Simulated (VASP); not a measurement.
# Be in VASP: notebook

The runs below take Be through single point, with PBEsol.

All numbers are computed with VASP 6.6.1; they aren't measurements. Logs are shortened: lines on timing, memory, paths and dates and some standing lists are left out, and cuts for length are marked.

### 1 The cell of the first run

The cell holds a slab with vacuum, 19 atoms: a = 4.580 Å, b = 6.870 Å, c = 15.588 Å, α = 90.00°, β = 90.00°, γ = 60.00°.

### 2 Single point, PBEsol

File INCAR:

```
ALGO = Normal
EDIFF = 1E-6
ENCUT = 520
GGA = PS
GGA_COMPAT = False
ISIF = 2
ISMEAR = 0
LASPH = True
LCHARG = False
LREAL = False
LWAVE = False
NBANDS = 34
NELM = 120
NELMDL = -8
PREC = Accurate
SIGMA = 0.05
```

File KPOINTS:

```
k-points
0
Gamma
  5 4 1
```

File POSCAR:

```
Be
1.0
    4.5800000000      0.0000000000      0.0000000000
    3.4350000000      5.9495950000      0.0000000000
    0.0000000000      0.0000000000     15.5884300000
Be
19
Direct
    0.0000000000      0.0000000000      0.0641501421
    0.5000000000      0.0000000000      0.0641501421
    0.0000000420      0.3333332773      0.0641501421
    0.5000000420      0.3333332773      0.0641501421
   -0.0000000420      0.6666667227      0.0641501421
    0.4999999580      0.6666667227      0.0641501421
   -0.1676401415      0.2238826340      0.1832347453
    0.3362209451      0.2214885215      0.1829880880
   -0.1533028308      0.5509964964      0.1781106885
    0.3355217316      0.5524056679      0.1772572350
   -0.1671003877      0.8880238067      0.1810352935
    0.3281823102      0.8934317378      0.1788360342
   -0.0072079314      0.0060306626      0.2969122612
    0.4986770840     -0.0071458646      0.3049028671
    0.0030326500      0.3325165831      0.2991688066
    0.4929577378      0.3451014733      0.3030443733
    0.0029719535      0.6632883415      0.2937156596
    0.5241285040      0.6567194910      0.2827475891
    0.2544541510     -0.2527778782      0.3865394398
```

Potentials or basis: VASP PAW PBE potentials, release 64 (Be).

Run with:

```console
$ cat potpaw_PBE.64/Be/POTCAR > POTCAR
$ mpirun -np 1 vasp_std > vasp.out
```

OUTCAR:

```text
EDIFF = 1E-6
   ENCUT = 520
   GGA = PS
   ISIF = 2
   ISMEAR = 0
   LASPH = True
   LREAL = False
   NELM = 120
   NELMDL = -8
   PREC = Accurate

 ion  position               nearest neighbor table
   1  0.000  0.000  0.064-  12 2.21  11 2.26   7 2.28   5 2.29   3 2.29   6 2.29   4 2.29   2 2.29
                             2 2.29
   2  0.500  0.000  0.064-  12 2.22  11 2.25   8 2.27   6 2.29   4 2.29   3 2.29   5 2.29   1 2.29
                             1 2.29
   3  0.000  0.333  0.064-   9 2.20   7 2.28   8 2.28   1 2.29   2 2.29   4 2.29   4 2.29   6 2.29
                             5 2.29
   4  0.500  0.333  0.064-  10 2.19   8 2.27   7 2.28   2 2.29   1 2.29   3 2.29   3 2.29   5 2.29
                             6 2.29
   5  1.000  0.667  0.064-   9 2.20  10 2.21  11 2.25   1 2.29   2 2.29   6 2.29   6 2.29   4 2.29
                             3 2.29
   6  0.500  0.667  0.064-  10 2.21  12 2.24   9 2.25   2 2.29   1 2.29   5 2.29   5 2.29   3 2.29
                             4 2.29
   7  0.832  0.224  0.183-  13 2.20  15 2.24  10 2.27  12 2.27   3 2.28   4 2.28   8 2.28   9 2.28
                             1 2.28   8 2.30  16 2.30  11 2.31
   8  0.336  0.221  0.183-  15 2.24   9 2.25   4 2.27  12 2.27   2 2.27  10 2.27   7 2.28   3 2.28
                            11 2.28   7 2.30  16 2.31  14 2.34
   9  0.847  0.551  0.178-  18 2.07   3 2.20   5 2.20  17 2.22  10 2.24   6 2.25   8 2.25   7 2.28
[... 15 lines left out ...]
  17  0.003  0.663  0.294-  19 2.10  11 2.21   9 2.22  16 2.22  18 2.22  10 2.24  15 2.27  14 2.29
                            13 2.33  18 2.37
  18  0.524  0.657  0.283-  19 1.94   9 2.07  10 2.14  12 2.15  17 2.22  15 2.23  16 2.24  14 2.28
                            17 2.37
  19  0.254  0.747  0.387-  18 1.94  17 2.10  13 2.10

  LATTYP: Found a simple monoclinic cell.
 ALAT       =     4.5800000000
 B/A-ratio  =     3.4035873362
 C/A-ratio  =     1.3228757576
 COS(beta)  =    -0.1889822219

  Lattice vectors:

 A1 = (   4.5800000000,   0.0000000000,   0.0000000000)
 A2 = (   0.0000000000,   0.0000000000, -15.5884300000)
 A3 = (  -1.1450000000,   5.9495950000,   0.0000000000)

Analysis of symmetry for initial positions (statically):
=====================================================================
 Subroutine PRICEL returns:
 Original cell was already a primitive cell.

 Routine SETGRP: Setting up the symmetry group for a
 simple monoclinic supercell.

 Subroutine GETGRP returns: Found  1 space group operations
 (whereof  1 operations were pure point group operations)
 out of a pool of  4 trial point group operations.

The static configuration has the point symmetry C_1 .
[... 139 lines left out ...]
   ISIF   =      2    stress and relaxation
   ISYM   =      2    0-nonsym 1-usesym 2-fastsym
   POTIM  = 0.5000    time-step for ionic-motion
   TEBEG  =    0.0;   TEEND  =   0.0 temperature during run
   PSTRESS=    0.0 pullay stress
   NELECT =      38.0000    total number of electrons
   NUPDOWN=      -1.0000    fix difference up-down
   EMIN   =  10.00;   EMAX   =-10.00  energy-range for DOS
   EFERMI =   0.00;   METHOD = LEGACY
   ISMEAR =     0;   SIGMA  =   0.05  broadening in eV -4-tet -1-fermi 0-gaus
   EFERMI_NEDOS =   21; number of points for ismear=-14 and -15
   IALGO  =     38    algorithm
   IMIX   =      4    mixing-type and parameters
     AMIX     =   0.40;   BMIX     =  1.00
     AMIX_MAG =   1.60;   BMIX_MAG =  1.00
  volume/ion in A,a.u.               =      22.36       150.87
  Fermi-wavevector in a.u.,A,eV,Ry     =   0.732180  1.383619  7.293906  0.536087
  Thomas-Fermi vector in A             =   1.824579
   LORBIT       =      0    0 simple, 1 ext, 2 COOP (PROOUT), +10 PAW based schemes
   GGA     = PS    functional components
   LHFCALC =     F    Hartree Fock is set to
   AEXX    =    0.0000 exact exchange contribution
   IVDW    =     0    specifies the selected vdW correction
   LEPSILON=     F    determine dielectric tensor
   LRPA    =     F    only Hartree local field effects (RPA)
 non-spin polarized calculation
 Gauss-broadening in eV      SIGMA  =   0.05
  energy-cutoff  :      520.00
  volume of cell :      424.77
 maximum number of plane-waves:     11487
 NGX is ok and might be reduce to    36
   NGX = 17   NGY = 25   NGZ = 57

 number of electron      38.0000000 magnetization

 Free energy of the ion-electron system (eV)
  ---------------------------------------------------
  ext. energy  EPLUGINS =         0.00000000
  ---------------------------------------------------
  free energy    TOTEN  =       -67.96175462 eV

  energy without entropy =      -67.95504386  energy(sigma->0) =      -67.95839924

 E-fermi :  -0.5014     XC(G=0):  -5.1686

 val. band max:       -0.5485624655   @ k =   0.2000   0.0000   0.0000
 cond. band min:      -0.4892924065   @ k =  -0.4000   0.2500   0.0000
 fundamental gap:      0.0592700590
 Fermi energy:        -0.5014371361

 k-point     1 :       0.0000    0.0000    0.0000
  band No.  band energies     occupation
      1     -10.2433      2.00000
      2      -8.2137      2.00000
      3      -7.1333      2.00000
      4      -7.0649      2.00000
      5      -5.5621      2.00000
      6      -5.0648      2.00000
[... 363 lines left out ...]
     30       3.9234      0.00000
     31       4.2603      0.00000
 [bands above 31 left out]

------------------------ aborting loop because EDIFF is reached ----------------------------------------

  FORCE on cell =-STRESS in cart. coord.  units (eV):
  Direction    XX          YY          ZZ          XY          YZ          ZX
  --------------------------------------------------------------------------------------
  -------------------------------------------------------------------------------------
  Total      -13.9301876    -12.5007176      0.2249215     -0.4143005      0.4166688     -0.5917851
  in kB      -52.5426884    -47.1509305      0.8483718     -1.5626828      1.5716156     -2.2321294
  external PRESSURE =     -32.9484157 kB  Pullay stress =       0.0000000 kB

 VOLUME and BASIS-vectors are now :
 -----------------------------------------------------------------------------
  energy-cutoff  :      520.00
  volume of cell :      424.77
      direct lattice vectors                 reciprocal lattice vectors
     4.580000000  0.000000000  0.000000000     0.218340611 -0.126059001  0.000000000
     3.435000000  5.949595000  0.000000000     0.000000000  0.168078668  0.000000000
     0.000000000  0.000000000 15.588430000     0.000000000  0.000000000  0.064150142

 POSITION                                       TOTAL-FORCE (eV/Angst)
 -----------------------------------------------------------------------------------
      0.00000      0.00000      1.00000        -0.067686      0.107520     -0.076111
      2.29000      0.00000      1.00000         0.076392      0.112739     -0.005755
      1.14500      1.98320      1.00000        -0.038691     -0.155358      0.107066
      3.43500      1.98320      1.00000         0.055338     -0.200367     -0.055117
      6.87000      3.96640      1.00000         0.072299      0.022974      0.043872
      4.58000      3.96640      1.00000         0.016773      0.036441     -0.103627
[... 11 lines left out ...]
      4.65634      3.90722      4.40759         0.009952     -0.017500      0.005903
      3.73211      4.44567      6.02554        -0.119376      0.089548     -0.012148
 -----------------------------------------------------------------------------------
    total drift:                                0.000003     -0.000004      0.000006

  FREE ENERGIE OF THE ION-ELECTRON SYSTEM (eV)
  ---------------------------------------------------
  free  energy   TOTEN  =       -67.9617546160 eV

  energy  without entropy=      -67.9550438620  energy(sigma->0) =      -67.95839924
```

OSZICAR:

```text
N       E                     dE             d eps       ncg     rms          rms(c)
DAV:   1     0.106070603388E+03    0.10607E+03   -0.12621E+04   748   0.833E+02
DAV:   2    -0.635217903300E+02   -0.16959E+03   -0.16199E+03  1042   0.159E+02
DAV:   3    -0.736375331729E+02   -0.10116E+02   -0.98856E+01   974   0.365E+01
DAV:   4    -0.739390898801E+02   -0.30156E+00   -0.30104E+00  1096   0.692E+00
[... 16 lines left out ...]
DAV:  21    -0.679617376043E+02   -0.76492E-04   -0.82344E-06   872   0.100E-02    0.125E-03
DAV:  22    -0.679617483727E+02   -0.10768E-04   -0.16023E-06   814   0.385E-03    0.585E-04
DAV:  23    -0.679617523493E+02   -0.39766E-05   -0.65523E-07   734   0.203E-03    0.264E-04
DAV:  24    -0.679617537210E+02   -0.13716E-05   -0.15189E-07   708   0.984E-04    0.198E-04
DAV:  25    -0.679617546160E+02   -0.89498E-06   -0.97535E-08   710   0.745E-04
   1 F= -.67961755E+02 E0= -.67958399E+02  d E =-.671075E-02
```

Run time: 6.1 min. Hardware: 1 thread of Intel Xeon 8259CL, shared host; peak memory 0.56 GiB.

Results:

```yaml
Free_energy: -67.9618 eV
Largest_force: 0.215 eV/Å
Band_gap_on_the_k_mesh: zero (bands 19 and 20 overlap by 0.67 eV)
```

Forces on the atoms (eV/Å):
```
Be  -0.068  0.108 -0.076
Be   0.076  0.113 -0.006
Be  -0.039 -0.155  0.107
Be   0.055 -0.200 -0.055
Be   0.072  0.023  0.044
Be   0.017  0.036 -0.104
Be  -0.002  0.003  0.004
Be   0.004 -0.007  0.009
Be   0.001  0.001  0.000
Be   0.003  0.000  0.002
Be  -0.004 -0.001  0.000
Be   0.002 -0.004  0.009
Be  -0.011  0.020 -0.004
Be   0.002 -0.002  0.032
Be   0.004 -0.004  0.019
Be  -0.001 -0.001  0.024
Be  -0.004 -0.002  0.000
Be   0.010 -0.018  0.006
Be  -0.119  0.090 -0.012
```

Caveat: there is no dipole correction, which matters where the two faces differ; the PAW data sets were made with another functional, which shifts forces and pressure a little.

### 3 Single point, PBEsol

File INCAR:

```
SYSTEM = Be
PREC = Accurate
ENCUT = 520
EDIFF = 1E-6
ISMEAR = 0
SIGMA = 0.05
LREAL = .FALSE.
LASPH = .TRUE.
NELM = 120
ALGO = Normal
ISIF = 2
LWAVE = .FALSE.
LCHARG = .FALSE.
GGA = PS
NBANDS = 34
GGA_COMPAT = .FALSE.
NELMDL = -8
```

File KPOINTS:

```
Automatic mesh
0
G
  5 4 1
  0 0 0
```

File POSCAR:

```
Be
1.0
    4.5800000000      0.0000000000      0.0000000000
    3.4350000000      5.9495950000      0.0000000000
    0.0000000000      0.0000000000     15.5884300000
Be
19
Direct
    0.0000000000      0.0000000000      0.0641501421
    0.5000000000      0.0000000000      0.0641501421
    0.0000000420      0.3333332773      0.0641501421
    0.5000000420      0.3333332773      0.0641501421
    0.0000000840      0.6666665546      0.0641501421
    0.5000000840      0.6666665546      0.0641501421
   -0.1668790030      0.2223332849      0.1801695873
    0.3330810717      0.2224590077      0.1802024322
   -0.1644691141      0.5546743938      0.1788887656
    0.3332760500      0.5548083525      0.1788563056
   -0.1669690568      0.8892059039      0.1800190269
    0.3316751839      0.8906560867      0.1789056371
    0.0001808139      0.0006005451      0.2955837759
    0.4991509480      0.0000470620      0.2961022374
   -0.0015468744      0.3345259635      0.2959593750
    0.5001289089      0.3346126921      0.2964548065
    0.0001734887      0.6673017239      0.2955129542
    0.5009132378      0.6670245622      0.2889382061
    0.4709780191     -0.3473858305      0.4120138462
```

Potentials or basis: VASP PAW PBE potentials, release 64 (Be).

Run with:

```console
$ cat potpaw_PBE.64/Be/POTCAR > POTCAR
$ mpirun -np 1 vasp_std > vasp.out
```

OUTCAR:

```text
SYSTEM = Be
   PREC = Accurate
   ENCUT = 520
   EDIFF = 1E-6
   ISMEAR = 0
   LREAL = .FALSE.
   LASPH = .TRUE.
   NELM = 120
   ISIF = 2
   GGA = PS
   NELMDL = -8

 ion  position               nearest neighbor table
   1  0.000  0.000  0.064-  12 2.22  11 2.24   7 2.24   3 2.29   4 2.29   2 2.29   2 2.29   6 2.29
                             5 2.29
   2  0.500  0.000  0.064-  12 2.22  11 2.24   8 2.24   4 2.29   3 2.29   1 2.29   1 2.29   5 2.29
                             6 2.29
   3  0.000  0.333  0.064-   9 2.22   8 2.24   7 2.24   5 2.29   1 2.29   2 2.29   6 2.29   4 2.29
                             4 2.29
   4  0.500  0.333  0.064-  10 2.22   7 2.24   8 2.24   6 2.29   2 2.29   1 2.29   5 2.29   3 2.29
                             3 2.29
   5  0.000  0.667  0.064-   9 2.22  10 2.22  11 2.24   3 2.29   4 2.29   6 2.29   6 2.29   2 2.29
                             1 2.29
   6  0.500  0.667  0.064-  10 2.23   9 2.23  12 2.23   4 2.29   3 2.29   5 2.29   5 2.29   1 2.29
                             2 2.29
   7  0.833  0.222  0.180-  13 2.23  15 2.24   4 2.24   3 2.24   1 2.24  16 2.24  12 2.28  10 2.29
                            11 2.29   9 2.29   8 2.29   8 2.29
   8  0.333  0.222  0.180-  14 2.24  15 2.24   3 2.24   4 2.24   2 2.24  16 2.25   9 2.28  12 2.28
[... 243 lines left out ...]
      5      -5.3366      2.00000
      6      -4.9264      2.00000
[... 363 lines left out ...]
     30       4.0581      0.00000
     31       4.2525      0.00000
 [bands above 31 left out]

------------------------ aborting loop because EDIFF is reached ----------------------------------------

  FORCE on cell =-STRESS in cart. coord.  units (eV):
  Direction    XX          YY          ZZ          XY          YZ          ZX
  --------------------------------------------------------------------------------------
  -------------------------------------------------------------------------------------
  Total      -14.5499171    -11.9292695     -1.3951380      0.4266465     -0.1140060     -0.4200585
  in kB      -54.8802200    -44.9955097     -5.2622623      1.6092501     -0.4300146     -1.5844011
  external PRESSURE =     -35.0459973 kB  Pullay stress =       0.0000000 kB

 VOLUME and BASIS-vectors are now :
 -----------------------------------------------------------------------------
  energy-cutoff  :      520.00
  volume of cell :      424.77
      direct lattice vectors                 reciprocal lattice vectors
     4.580000000  0.000000000  0.000000000     0.218340611 -0.126059001  0.000000000
     3.435000000  5.949595000  0.000000000     0.000000000  0.168078668  0.000000000
     0.000000000  0.000000000 15.588430000     0.000000000  0.000000000  0.064150142

 POSITION                                       TOTAL-FORCE (eV/Angst)
 -----------------------------------------------------------------------------------
      0.00000      0.00000      1.00000         0.003516      0.078843     -0.002773
      2.29000      0.00000      1.00000        -0.003324      0.092209     -0.064605
      1.14500      1.98320      1.00000        -0.012162     -0.098405      0.028717
      3.43500      1.98320      1.00000         0.024972     -0.100322     -0.078154
      2.29000      3.96640      1.00000         0.045793      0.014313     -0.007260
      4.58000      3.96640      1.00000        -0.019227      0.019999      0.014867
[... 11 lines left out ...]
      4.58541      3.96853      4.50409         0.105483      0.143584     -0.704819
      4.39881      3.88279      6.42265        -0.166404     -0.081681     -0.853800
 -----------------------------------------------------------------------------------
    total drift:                               -0.000001     -0.000004     -0.000213

  FREE ENERGIE OF THE ION-ELECTRON SYSTEM (eV)
  ---------------------------------------------------
  free  energy   TOTEN  =       -67.2848136778 eV

  energy  without entropy=      -67.2779906360  energy(sigma->0) =      -67.28140216
```

OSZICAR:

```text
N       E                     dE             d eps       ncg     rms          rms(c)
DAV:   1     0.104786669765E+03    0.10479E+03   -0.12595E+04   748   0.832E+02
DAV:   2    -0.642502659987E+02   -0.16904E+03   -0.16124E+03  1036   0.157E+02
DAV:   3    -0.744881506718E+02   -0.10238E+02   -0.10021E+02   950   0.367E+01
DAV:   4    -0.747807578939E+02   -0.29261E+00   -0.29209E+00  1080   0.689E+00
[... 15 lines left out ...]
DAV:  20    -0.672846863623E+02   -0.10753E-03   -0.62555E-04   948   0.439E-02    0.582E-03
DAV:  21    -0.672847903649E+02   -0.10400E-03   -0.29209E-05   828   0.195E-02    0.444E-03
DAV:  22    -0.672848115513E+02   -0.21186E-04   -0.12814E-05   788   0.973E-03    0.234E-03
DAV:  23    -0.672848128146E+02   -0.12633E-05   -0.17851E-06   808   0.286E-03    0.687E-04
DAV:  24    -0.672848136778E+02   -0.86317E-06   -0.23722E-07   676   0.158E-03
   1 F= -.67284814E+02 E0= -.67281402E+02  d E =-.682304E-02
```

stdout:

```text
POSCAR found type information on POSCAR Be
 POSCAR found :  1 types and      19 ions
 scaLAPACK will be used
 -----------------------------------------------------------------------------
|                                                                             |
|                                                                             |
|     You have a (more or less) 'large supercell' and for larger cells it     |
|     might be more efficient to use real-space projection operators.         |
|     Therefore, try LREAL= Auto in the INCAR file.                           |
|     Mind: For very accurate calculation, you might also keep the            |
|     reciprocal projection scheme (i.e. LREAL=.FALSE.).                      |
|                                                                             |
 -----------------------------------------------------------------------------

 -----------------------------------------------------------------------------
|                                                                             |
|                                                                             |
|     You enforced a specific xc type in the INCAR file but a different       |
|     I HOPE YOU KNOW WHAT YOU ARE DOING!                                     |
|                                                                             |
 -----------------------------------------------------------------------------

 LDA part: xc-table for (Slater+PW92), standard interpolation
 POSCAR, INCAR and KPOINTS ok, starting setup
 FFT: planning ... GRIDC
 FFT: planning ... GRID_SOFT
 FFT: planning ... GRID
 WAVECAR not read
 entering main loop
```

Run time: 5.8 min. Hardware: 1 thread of Intel Xeon 8259CL, shared host; peak memory 0.54 GiB.

Results:

```
Free energy            : -67.2848 eV
Largest force          : 0.874 eV/Å
Band gap on the k mesh : zero (bands 19 and 20 overlap by 0.63 eV)
```

Forces in eV/Å, atoms in the order of the input:
```
Be   0.004  0.079 -0.003
Be  -0.003  0.092 -0.065
Be  -0.012 -0.098  0.029
Be   0.025 -0.100 -0.078
Be   0.046  0.014 -0.007
Be  -0.019  0.020  0.015
Be   0.029 -0.022  0.049
Be  -0.041  0.036  0.027
Be  -0.013 -0.055 -0.025
Be   0.018 -0.056  0.001
Be   0.019  0.026  0.106
Be  -0.031  0.031 -0.007
Be   0.049 -0.073  0.248
Be  -0.034 -0.010  0.227
Be  -0.131  0.011  0.262
Be   0.101  0.011  0.323
Be   0.056  0.033  0.457
Be   0.105  0.144 -0.705
Be  -0.166 -0.082 -0.854
```

Caveat: there is no dipole correction, which matters where the two faces differ; the PAW data sets were made with another functional, which shifts forces and pressure a little.

(Continued in part 2 of 2.)

The gap in the log of VASP goes by the Fermi energy; the results here count the filled bands.